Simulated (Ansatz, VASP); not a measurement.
## Two plane-wave programs on Fe

```
Fe
1.0
    -1.21572    1.21572    1.76644
     1.21572   -1.21572    1.76644
     1.21572    1.21572   -1.76644
Fe
1
Cartesian
  0.0000 0.0000 0.0000
```

Alike in both runs: task single point; functional PBE; k mesh 12 × 12 × 12; occupations gaussian, width 0.15 eV; collinear spin.

|  | VASP | Ansatz |
| --- | --- | --- |
| version | VASP 6.6.1 | Ansatz 0.2.0 |
| potentials or method | VASP PAW PBE potentials, release 64 (Fe_sv), cutoff 600 eV | scalar-relativistic, plane waves, PAW |
| valence electrons in the cell | 16 | 16 |

VASP gave:

```
gap on the k mesh at the Fermi level (eV)                     : none
pressure (GPa)                                                : -1.2
traceless stress, the component that is largest in VASP (GPa) : -3.55
net moment per atom (μB)                                      : 0.99
size of the moment on the site where the two differ most (μB) : 0.98
```

**Question.** What did Ansatz give for the same quantities?

**Answer.** gap on the k mesh at the Fermi level (eV): none; pressure (GPa): 2.6; traceless stress, the component that is largest in VASP (GPa): -3.57; net moment per atom (μB): 0.98; size of the moment on the site where the two differ most (μB): 0.99.

Site moments also hang on the region over which each program counts them. A gap of «none» marks a metal or a gap that the smearing closes.
